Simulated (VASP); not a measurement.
A run of VASP 6.6.1:

INCAR

```
SYSTEM = Ge
PREC = Accurate ; ENCUT = 520
EDIFF = 1E-6 ; ISMEAR = -1
SIGMA = 0.3 ; LREAL = Auto
LASPH = .True. ; NELM = 80
ALGO = Normal ; ISIF = 2
LWAVE = .False. ; LCHARG = .True.
GGA = PE ; LELF = .True.
LVHAR = .True. ; NBANDS = 126
```

The input KPOINTS:

```
regular mesh
0
Gamma
  2 2 2
  0 0 0
```

POSCAR

```
Ge
1.0
    0.0000000000      5.7528030000      5.7528030000
    5.7528030000      0.0000000000      5.7528030000
    5.7528030000      5.7528030000      0.0000000000
Ge
16
Direct
   -0.0043457076     -0.0685405010     -0.1245827469
    0.0185561717      0.0697138421      0.1983120229
    0.1294325566      0.1590007515      0.4026385051
    0.2544064172      0.2304876423      0.6685523561
   -0.0396241623      0.4352400039     -0.0873226495
    0.1366811970      0.4927337161      0.0673410857
   -0.0301070626      0.5644900408      0.4121295306
    0.0842198142      0.7036743653      0.5595185512
    0.4310768159     -0.0055625058      0.0395980881
    0.5684880918      0.1967214939      0.1358468211
    0.5857753168     -0.0704265382      0.5298721336
    0.7423250892      0.0913380834      0.6731588062
    0.4981832335      0.5809255071      0.0525222226
    0.7009974094      0.6205496694      0.2091502177
    0.4424451872      0.3999094007      0.5650636742
    0.4815044075      0.5997424212      0.6981987737
```

Potentials or basis: VASP PAW PBE potentials, release 64 (Ge_d).

Run with:

```console
$ cat potpaw_PBE.64/Ge_d/POTCAR > POTCAR
$ mpirun -np 1 vasp_std > vasp.out
```

Hardware: 1 thread of Intel(R) Xeon(R) Platinum 8259CL CPU @ 2.50GHz (Skylake/Cascade Lake), on a shared host.

Question: How long does it take, and how much memory?

Answer: It took 18 min on 1 thread of Intel(R) Xeon(R) Platinum 8259CL CPU @ 2.50GHz (Skylake/Cascade Lake), with other jobs on the host, peak memory 0.66 GiB. Counts: scf iterations 16, k points 8.
